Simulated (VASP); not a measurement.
# WS2 in VASP: a series of runs

WS2 is run at these levels: LDA; tasks: single point.

Everything below comes from runs of VASP 6.6.1. Logs are shortened: lines on timing, memory, paths and dates and some standing lists are left out, and cuts for length are marked.

## (1) The cell of the first run

The cell holds a sheet with vacuum, 3 atoms: a = 3.094 Å, b = 3.118 Å, c = 30.080 Å, α = 90.00°, β = 90.00°, γ = 119.75°.

## (2) Single point, LDA

INCAR

```
ALGO = Normal
DIPOL = 0.5 0.5 0.351
EDIFF = 1E-6
ENCUT = 400
GGA = CA
GGA_COMPAT = F
IDIPOL = 3
ISIF = 2
ISMEAR = 0
LASPH = T
LCHARG = T
LDIPOL = T
LELF = T
LREAL = F
LVACPOTAV = T
LVHAR = T
LWAVE = F
NBANDS = 20
NELM = 120
NELMDL = -8
PREC = Accurate
SIGMA = 0.02
```

KPOINTS

```
k-points
0
Gamma
  12 12 1
```

POSCAR

```
WS2
1.0
    3.0942342288      0.0000000000      0.0000000000
   -1.5471171144      2.7067529772      0.0000000000
    0.0000000000      0.0000000000     30.0799999992
S W
2 1
Direct
    0.6664674783      0.3329349567      0.2993236655
    0.6664674783      0.3329349567      0.4034688877
    0.3337317100      0.6674634199      0.3513962766
```

Potentials or basis: VASP PAW LDA potentials, release 64 (S, W_sv).

The run is started by

```bash
$ cat potpaw_LDA.64/S/POTCAR potpaw_LDA.64/W_sv/POTCAR > POTCAR
$ mpirun -np 1 vasp_std > vasp.out
```

OUTCAR:

```text
EDIFF = 1E-6
   ENCUT = 400
   GGA = CA
   ISIF = 2
   ISMEAR = 0
   LASPH = T
   LREAL = F
   NELM = 120
   NELMDL = -8
   PREC = Accurate

 ion  position               nearest neighbor table
   1  0.666  0.333  0.299-   3 2.38   3 2.38   3 2.39
   2  0.666  0.333  0.403-   3 2.38   3 2.38   3 2.39
   3  0.334  0.667  0.351-   1 2.38   2 2.38   1 2.38   2 2.38   1 2.39   2 2.39

  LATTYP: Found a base centered orthorhombic cell.
 ALAT       =     3.0942342288
 B/A-ratio  =     1.7495462703
 C/A-ratio  =     9.7213067192

  Lattice vectors:

 A1 = (   1.5471171144,  -2.7067529772,   0.0000000000)
 A2 = (   1.5471171144,   2.7067529772,   0.0000000000)
 A3 = (   0.0000000000,   0.0000000000,  30.0799999992)

Analysis of symmetry for initial positions (statically):
=====================================================================
 Subroutine PRICEL returns:
 Original cell was already a primitive cell.

 Routine SETGRP: Setting up the symmetry group for a
 base centered orthorhombic supercell.

 Subroutine GETGRP returns: Found  4 space group operations
 (whereof  2 operations were pure point group operations)
 out of a pool of  8 trial point group operations.

The static configuration has the point symmetry C_1h.
 The point group associated with its full space group is C_2v.

Analysis of symmetry for dynamics (positions and initial velocities):
=====================================================================
 Subroutine PRICEL returns:
 Original cell was already a primitive cell.

 Routine SETGRP: Setting up the symmetry group for a
 base centered orthorhombic supercell.

 Subroutine GETGRP returns: Found  4 space group operations
 (whereof  2 operations were pure point group operations)
 out of a pool of  8 trial point group operations.

The dynamic configuration has the point symmetry C_1h.
 The point group associated with its full space group is C_2v.

 Subroutine INISYM returns: Found  4 space group operations
 (whereof  2 operations are pure point group operations),
 and found     1 'primitive' translations

----------------------------------------------------------------------------------------

                                     Primitive cell

  volume of cell :     251.9299

  direct lattice vectors                    reciprocal lattice vectors
     3.094234229  0.000000000  0.000000000     0.323181739  0.184723174  0.000000000
    -1.547117114  2.706752977  0.000000000     0.000000000  0.369446347  0.000000000
     0.000000000  0.000000000 30.079999999     0.000000000  0.000000000  0.033244681

  length of vectors
     3.094234229  3.117704772 30.079999999     0.372248690  0.369446347  0.033244681

  position of ions in fractional coordinates (direct lattice)
     0.666467478  0.332934957  0.299323665
     0.666467478  0.332934957  0.403468888
     0.333731710  0.667463420  0.351396277

  ion indices of the primitive-cell ions
   primitive index   ion index
                 1           1
                 2           2
                 3           3

----------------------------------------------------------------------------------------

 KPOINTS: k-points

Automatic generation of k-mesh.
 Grid dimensions read from file:
 generate k-points for:   12   12    1

 Generating k-lattice:

  Cartesian coordinates                     Fractional coordinates (reciprocal lattice)
     0.026931812  0.015393598  0.000000000     0.083333333 -0.000000000  0.000000000
     0.000000000  0.030787196  0.000000000     0.000000000  0.083333333  0.000000000
     0.000000000  0.000000000  0.033244681     0.000000000  0.000000000  1.000000000

  Length of vectors
     0.031020724  0.030787196  0.033244681

  Shift w.r.t. Gamma in fractional coordinates (k-lattice)
     0.000000000  0.000000000  0.000000000

 Subroutine IBZKPT returns following result:
 ===========================================

 Found     43 irreducible k-points:

 Following reciprocal coordinates:
            Coordinates               Weight
  0.000000  0.000000  0.000000      1.000000
  0.083333 -0.000000  0.000000      4.000000
  0.166667 -0.000000  0.000000      4.000000
  0.250000 -0.000000  0.000000      4.000000
  0.333333 -0.000000  0.000000      4.000000
  0.416667 -0.000000  0.000000      4.000000
[... 16 lines left out ...]
  0.333333  0.166667  0.000000      4.000000
  0.416667  0.166667  0.000000      4.000000
 [... further k-points ...]
   k-points           NKPTS =     43   k-points in BZ     NKDIM =     43   number of bands    NBANDS=     20
   number of dos      NEDOS =    301   number of ions     NIONS =      3
   total plane-waves  NPLWV =  78400
   dimension x,y,z NGX =    20 NGY =   20 NGZ =  196
   dimension x,y,z NGXF=    40 NGYF=   40 NGZF=  392
   ions per type =               2   1
   NGX,Y,Z   is equivalent  to a cutoff of  10.75, 10.66, 10.83 a.u.
   NGXF,Y,Z  is equivalent  to a cutoff of  21.49, 21.33, 21.67 a.u.
 SYSTEM =  unknown system
   PREC   = accura    normal or accurate (medium, high low for compatibility)
   ISTART =      0    job   : 0-new  1-cont  2-samecut
   ICHARG =      2    charge: 1-file 2-atom 10-const
   ISPIN  =      1    spin polarized calculation?
   LNONCOLLINEAR =      F non collinear calculations
   LSORBIT =      F    spin-orbit coupling
   LASPH  =      T    aspherical Exc in radial PAW
   ENCUT  =  400.0 eV  29.40 Ry    5.42 a.u.   5.05  5.08 49.05*2*pi/ulx,y,z
   NELM   =    120;   NELMIN=  2; NELMDL= -8     # of ELM steps
   EDIFF  = 0.1E-05   stopping-criterion for ELM
   LREAL  =      F    real-space projection
   EDIFFG = 0.1E-04   stopping-criterion for IOM
   NSW    =      0    number of steps for IOM
   IBRION =     -1    ionic relax: 0-MD 1-quasi-New 2-CG
   NFREE  =      0    steps in history (QN), initial steepest desc. (CG)
   ISIF   =      2    stress and relaxation
   ISYM   =      2    0-nonsym 1-usesym 2-fastsym
   POTIM  = 0.5000    time-step for ionic-motion
   TEBEG  =    0.0;   TEEND  =   0.0 temperature during run
   PSTRESS=    0.0 pullay stress
   NELECT =      26.0000    total number of electrons
   NUPDOWN=      -1.0000    fix difference up-down
   EMIN   =  10.00;   EMAX   =-10.00  energy-range for DOS
   EFERMI =   0.00;   METHOD = LEGACY
   ISMEAR =     0;   SIGMA  =   0.02  broadening in eV -4-tet -1-fermi 0-gaus
   EFERMI_NEDOS =   21; number of points for ismear=-14 and -15
   IALGO  =     38    algorithm
   IMIX   =      4    mixing-type and parameters
     AMIX     =   0.40;   BMIX     =  1.00
     AMIX_MAG =   1.60;   BMIX_MAG =  1.00
  volume/ion in A,a.u.               =      83.98       566.70
  Fermi-wavevector in a.u.,A,eV,Ry     =   0.767902  1.451125  8.023005  0.589674
  Thomas-Fermi vector in A             =   1.868559
   LORBIT       =      0    0 simple, 1 ext, 2 COOP (PROOUT), +10 PAW based schemes
   GGA     = CA    functional components
   LHFCALC =     F    Hartree Fock is set to
   AEXX    =    0.0000 exact exchange contribution
   IVDW    =     0    specifies the selected vdW correction
   LEPSILON=     F    determine dielectric tensor
   LRPA    =     F    only Hartree local field effects (RPA)
 non-spin polarized calculation
 Gauss-broadening in eV      SIGMA  =   0.02
  energy-cutoff  :      400.00
  volume of cell :      251.93
 maximum number of plane-waves:      4617
   NGX = 11   NGY = 11   NGZ = 99

 dipolmoment           0.000000      0.000000     -0.000025 electrons x Angstroem

 number of electron      26.0000003 magnetization

 dipolmoment           0.000000      0.000000      0.000012 electrons x Angstroem

 Free energy of the ion-electron system (eV)
  ---------------------------------------------------
  ext. energy  EPLUGINS =         0.00000000
  ---------------------------------------------------
  free energy    TOTEN  =       -26.14581110 eV

  energy without entropy =      -26.14581110  energy(sigma->0) =      -26.14581110

 E-fermi :  -3.0773     XC(G=0):  -2.7045

 val. band max:       -3.2566348181   @ k =   0.3333   0.3333   0.0000
 cond. band min:      -1.2713278509   @ k =  -0.3333   0.1667   0.0000
 fundamental gap:      1.9853069673
 Fermi energy:        -3.0773391103

 k-point     1 :       0.0000    0.0000    0.0000
  band No.  band energies     occupation
      1     -76.6845      2.00000
      2     -41.2623      2.00000
      3     -41.0274      2.00000
      4     -41.0079      2.00000
      5     -18.2113      2.00000
      6     -16.4799      2.00000
[... 12 lines left out ...]
     19       2.2612      0.00000
     20       2.5870      0.00000

 k-point     2 :       0.0833   -0.0000    0.0000
  band No.  band energies     occupation
      1     -76.6828      2.00000
      2     -41.2567      2.00000
      3     -41.0468      2.00000
      4     -41.0261      2.00000
      5     -18.0835      2.00000
      6     -16.4330      2.00000
[... 12 lines left out ...]
     19       2.4062      0.00000
     20       2.8124      0.00000

 k-point     3 :       0.1667   -0.0000    0.0000
  band No.  band energies     occupation
      1     -76.6783      2.00000
      2     -41.2415      2.00000
      3     -41.1261      2.00000
      4     -41.0485      2.00000
      5     -17.7192      2.00000
      6     -16.2995      2.00000
[... 12 lines left out ...]
     19       2.8248      0.00000
     20       3.2629      0.00000

 k-point     4 :       0.2500   -0.0000    0.0000
  band No.  band energies     occupation
      1     -76.6721      2.00000
      2     -41.2365      2.00000
      3     -41.2207      2.00000
      4     -41.0751      2.00000
      5     -17.1756      2.00000
      6     -16.1023      2.00000
[... 12 lines left out ...]
     19       3.4538      0.00000
     20       3.9634      0.00000

 k-point     5 :       0.3333   -0.0000    0.0000
  band No.  band energies     occupation
      1     -76.6659      2.00000
      2     -41.3452      2.00000
      3     -41.1997      2.00000
      4     -41.1013      2.00000
      5     -16.5546      2.00000
      6     -15.8839      2.00000
[... 12 lines left out ...]
     19       4.0276      0.00000
     20       4.3351      0.00000

 k-point     6 :       0.4167   -0.0000    0.0000
  band No.  band energies     occupation
      1     -76.6613      2.00000
      2     -41.4237      2.00000
      3     -41.1843      2.00000
      4     -41.1204      2.00000
      5     -16.0216      2.00000
      6     -15.7066      2.00000
[... 12 lines left out ...]
     19       4.2406      0.00000
     20       4.5093      0.00000

 k-point     7 :       0.5000   -0.0000    0.0000
  band No.  band energies     occupation
      1     -76.6597      2.00000
      2     -41.4521      2.00000
      3     -41.1787      2.00000
      4     -41.1273      2.00000
      5     -15.8013      2.00000
      6     -15.6372      2.00000
[... 12 lines left out ...]
     19       4.3653      0.00000
     20       4.7454      0.00000
[... 277 lines left out ...]
 k-point    20 :       0.0833    0.1667    0.0000
  band No.  band energies     occupation
      1     -76.6748      2.00000
      2     -41.2293      2.00000
      3     -41.1985      2.00000
      4     -41.0566      2.00000
      5     -17.3935      2.00000
      6     -16.1876      2.00000
[... 12 lines left out ...]
     19       3.2181      0.00000
     20       3.6833      0.00000

 k-point    21 :       0.1667    0.1667    0.0000
  band No.  band energies     occupation
      1     -76.6695      2.00000
      2     -41.2732      2.00000
      3     -41.2113      2.00000
      4     -41.0997      2.00000
      5     -16.8931      2.00000
      6     -16.0053      2.00000
[... 12 lines left out ...]
     19       3.8507      0.00000
     20       4.3940      0.00000

 k-point    22 :       0.2500    0.1667    0.0000
  band No.  band energies     occupation
      1     -76.6640      2.00000
      2     -41.3443      2.00000
      3     -41.1931      2.00000
      4     -41.1464      2.00000
      5     -16.3234      2.00000
      6     -15.7973      2.00000
[... 12 lines left out ...]
     19       4.5802      0.00000
     20       4.5889      0.00000

 k-point    23 :       0.3333    0.1667    0.0000
  band No.  band energies     occupation
      1     -76.6600      2.00000
      2     -41.3962      2.00000
      3     -41.1812      2.00000
      4     -41.1795      2.00000
      5     -15.8397      2.00000
      6     -15.6226      2.00000
[... 12 lines left out ...]
     19       5.1315      0.00000
     20       5.2893      0.00000

 k-point    24 :       0.4167    0.1667    0.0000
  band No.  band energies     occupation
      1     -76.6584      2.00000
      2     -41.4167      2.00000
      3     -41.1940      2.00000
      4     -41.1742      2.00000
      5     -15.6379      2.00000
      6     -15.5492      2.00000
[... 12 lines left out ...]
     19       5.5815      0.00000
     20       6.0246      0.00000

 [... further k-points ...]

------------------------ aborting loop because EDIFF is reached ----------------------------------------

  FORCE on cell =-STRESS in cart. coord.  units (eV):
  Direction    XX          YY          ZZ          XY          YZ          ZX
  --------------------------------------------------------------------------------------
  -------------------------------------------------------------------------------------
  Total        1.0030981      0.3002455      0.1272032      0.0000000      0.0000000      0.0000000
  in kB        6.3793197      1.9094461      0.8089639      0.0000000      0.0000000      0.0000000
  external PRESSURE =       3.0325766 kB  Pullay stress =       0.0000000 kB

 VOLUME and BASIS-vectors are now :
 -----------------------------------------------------------------------------
  energy-cutoff  :      400.00
  volume of cell :      251.93
      direct lattice vectors                 reciprocal lattice vectors
     3.094234229  0.000000000  0.000000000     0.323181739  0.184723174  0.000000000
    -1.547117114  2.706752977  0.000000000     0.000000000  0.369446347  0.000000000
     0.000000000  0.000000000 30.079999999     0.000000000  0.000000000  0.033244681

 POSITION                                       TOTAL-FORCE (eV/Angst)
 -----------------------------------------------------------------------------------
      1.54712      0.90117      9.00366         0.000000     -0.001859     -0.049254
      1.54712      0.90117     12.13634         0.000000     -0.001859      0.049254
      0.00000      1.80666     10.57000         0.000000      0.003719      0.000000
 -----------------------------------------------------------------------------------
    total drift:                                0.000000      0.000449      0.000379

  FREE ENERGIE OF THE ION-ELECTRON SYSTEM (eV)
  ---------------------------------------------------
  free  energy   TOTEN  =       -26.1458110980 eV

  energy  without entropy=      -26.1458110980  energy(sigma->0) =      -26.14581110

 vacuum level on the upper side and lower side of the slab         2.655         2.655
```

It took 6.6 min on 1 thread of AMD EPYC 7R13, shared host; peak memory 0.26 GiB.

What came out:

| Property | Result |
| --- | --- |
| Free energy | -26.1458 eV |
| Largest force | 0.049 eV/Å |
| Band gap on the k mesh | 1.99 eV (least direct gap 2.08 eV) |

Forces on the atoms (eV/Å):
```
S    0.000 -0.002 -0.049
S    0.000 -0.002  0.049
W    0.000  0.004  0.000
```

Caveat: spin-orbit coupling is left out, which moves the levels of the heavy elements.

## (3) Single point, LDA

This run uses another cell than the first one.

INCAR

```
SYSTEM = WS2
PREC = Accurate ; ENCUT = 400
EDIFF = 1E-6 ; ISMEAR = 0
SIGMA = 0.02 ; LREAL = .FALSE.
LASPH = .TRUE. ; NELM = 120
ALGO = Normal ; ISIF = 2
LWAVE = .FALSE. ; LCHARG = .FALSE.
LDIPOL = .TRUE. ; IDIPOL = 3
DIPOL = 0.5 0.5 0.351 ; NBANDS = 20
GGA_COMPAT = .FALSE. ; NELMDL = -8
```

KPOINTS

```
Automatic mesh
0
G
  12 12 1
  0 0 0
```

POSCAR

```
WS2
1.0
    3.1567440112      0.0000000000      0.0000000000
   -1.5783720056      2.7067529772      0.0000000000
    0.0000000000      0.0000000000     30.0799999992
S W
2 1
Direct
    0.6668661942      0.3337323884      0.2997128778
    0.6668661942      0.3337323884      0.4030796754
    0.3329342783      0.6658685565      0.3513962766
```

Potentials or basis: VASP PAW LDA potentials, release 64 (S, W_sv).

The run is started by

```bash
$ cat potpaw_LDA.64/S/POTCAR potpaw_LDA.64/W_sv/POTCAR > POTCAR
$ mpirun -np 1 vasp_std > vasp.out
```

Run time: 7.7 min. Hardware: 1 thread of AMD EPYC 7R13, shared host; peak memory 0.28 GiB.

Results (log left out):

```yaml
Free_energy: -26.1480 eV
Largest_force: 0.050 eV/Å
Band_gap_on_the_k_mesh: 1.92 eV
```

Forces on the atoms (eV/Å):
```
S    0.000  0.002 -0.050
S    0.000  0.002  0.050
W    0.000 -0.004  0.000
```

Levels at points of the mesh, in eV from the valence-band top:
```
           k point  band 10  band 11  band 12  band 13  band 14  band 15  band 16  band 17
(0.00, 0.00, 0.00)    -2.14    -1.63    -1.56    -0.09     2.99     3.05     3.18     3.29
(0.50, 0.00, 0.00)    -3.43    -2.13    -1.13    -0.92     2.99     3.45     4.13     4.95
(0.00, 0.50, 0.00)    -3.54    -2.09    -1.23    -0.87     3.01     3.45     4.08     4.91
```

Caveat: spin-orbit coupling is left out, which moves the levels of the heavy elements.
